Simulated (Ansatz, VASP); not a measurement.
# LaB6 in VASP and in Ansatz

```
CELL_PARAMETERS angstrom
4.15356 0.00000 0.00000
0.00000 4.15356 0.00000
0.00000 0.00000 4.15356
ATOMIC_POSITIONS crystal
La 0.00000 0.00000 0.00000
B 0.19988 0.50000 0.50000
B 0.80012 0.50000 0.50000
B 0.50000 0.50000 0.19988
B 0.50000 0.50000 0.80012
B 0.50000 0.19988 0.50000
B 0.50000 0.80012 0.50000
```

Alike in both runs: task relaxation of cell and atoms; functional r2SCAN; k mesh 8 × 8 × 8; occupations gaussian, width 0.1 eV; no spin polarisation.

|  | VASP | Ansatz |
| --- | --- | --- |
| version | VASP 6.6.1 | Ansatz 0.2.0 |
| potentials or method | VASP PAW PBE potentials, release 64 (La, B), cutoff 600 eV | scalar-relativistic, plane waves, PAW |
| valence electrons in the cell | 29 | 29 |

|  | VASP | Ansatz | Ansatz less VASP |
| --- | --- | --- | --- |
| gap on the k mesh at the Fermi level, each at its own relaxed structure (eV) | none | none | - |
| relaxed volume (Å³/atom) | 10.22 | 10.23 | +0.004 |
| relaxed length of the cell vector where the two differ most in proportion (Å) | 4.152 | 4.153 | +0.0006 |

VASP's potentials were made for PBE, not for r2SCAN. A gap of «none» marks a metal or a gap that the smearing closes.

Neither program's run includes spin-orbit coupling.
